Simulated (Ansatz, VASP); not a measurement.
One calculation of Hf3TiN4, two programs

File INCAR:

```
ALGO     = Normal         # electronic algorithm
EDIFF    = 1E-7           # SCF threshold, eV
ENCUT    = 520            # plane-wave cutoff, eV
GGA      = PE             # functional
ISIF     = 2              # what is computed and relaxed
ISMEAR   = 0              # smearing method
ISPIN    = 2              # spin polarisation
LASPH    = T              # aspherical terms in the spheres
LCHARG   = T              # write CHGCAR
LELF     = T              # ELF
LMAXMIX  = 4              # l up to which the mixer works
LORBIT   = 11             # projections on sites
LREAL    = F              # projectors in reciprocal space
LVHAR    = T            
LWAVE    = F              # write WAVECAR
MAGMOM   = 0 0 0 1 0 0 0 0 # initial moments
NBANDS   = 45             # bands
NELM     = 150            # most SCF steps
PREC     = Accurate       # precision mode
SIGMA    = 0.1            # smearing width, eV
```

KPOINTS

```
k-points
0
Gamma
  6 6 2
```

The input POSCAR:

```
Hf3TiN4
1.0
    3.4318316300      0.0000000000      0.0000000000
    0.0000000000      3.4318316300      0.0000000000
    0.0000000000      0.0000000000      9.7066856600
Hf Ti N
3 1 4
Direct
    0.5000000000      0.5000000000      0.2500000000
    0.0000000000      0.0000000000      0.5000000000
    0.5000000000      0.5000000000      0.7500000000
    0.0000000000      0.0000000000      0.0000000000
    0.0000000000      0.0000000000      0.2500000000
    0.5000000000      0.5000000000      0.5000000000
    0.0000000000      0.0000000000      0.7500000000
    0.5000000000      0.5000000000      0.0000000000
```

Input for Ansatz:

```yaml
crystal:
  lattice:
    - [3.43183163, 0.0, 0.0]
    - [0.0, 3.43183163, 0.0]
    - [0.0, 0.0, 9.70668566]
  atoms:
    - { symbol: Hf, position: [0.5, 0.5, 0.25] }
    - { symbol: Hf, position: [0.0, 0.0, 0.5] }
    - { symbol: Hf, position: [0.5, 0.5, 0.75] }
    - { symbol: Ti, position: [0.0, 0.0, 0.0], spin: 1.0 }
    - { symbol: "N", position: [0.0, 0.0, 0.25] }
    - { symbol: "N", position: [0.5, 0.5, 0.5] }
    - { symbol: "N", position: [0.0, 0.0, 0.75] }
    - { symbol: "N", position: [0.5, 0.5, 0.0] }
basis:
  ecutwfc: 420
kpoints:
  mp_grid: { grid: [6, 6, 2] }
hamiltonian:
  xc: pbe
scf:
  occupations: { method: gaussian, width: 0.1 }
  lower_state_search: "off"
output:
  forces: true
  stress: true
  eigenvalues: true
  populations: true
magnetization:
  spin_polarized: true
```

Alike in both runs: task single point; functional PBE; k mesh 6 × 6 × 2; occupations gaussian, width 0.1 eV; collinear spin.

```csv
,VASP,Ansatz
version,VASP 6.6.1,Ansatz 0.2.0
potentials or method,"VASP PAW PBE potentials, release 64 (Hf_pv, Ti_sv, N), cutoff 520 eV","scalar-relativistic, plane waves, PAW"
valence electrons in the cell,62,110
```

Ansatz gave:

- gap on the k mesh at the Fermi level (eV): none
- rms of the force components (eV/Å): 0.243
- net moment per atom (μB): 0.00

Task: Estimate VASP's values.

Result: gap on the k mesh at the Fermi level (eV): none; rms of the force components (eV/Å): 0.240; net moment per atom (μB): 0.00.

Atom by atom the forces differ by 0.015 eV/Å (rms over components). A gap of «none» marks a metal or a gap that the smearing closes. VASP's potentials hold 62 valence electrons a cell and Ansatz's 110, so a difference there can come from the potentials and not from the codes. Ansatz's warnings: seeded moment not kept.

Spin-orbit coupling is off throughout.
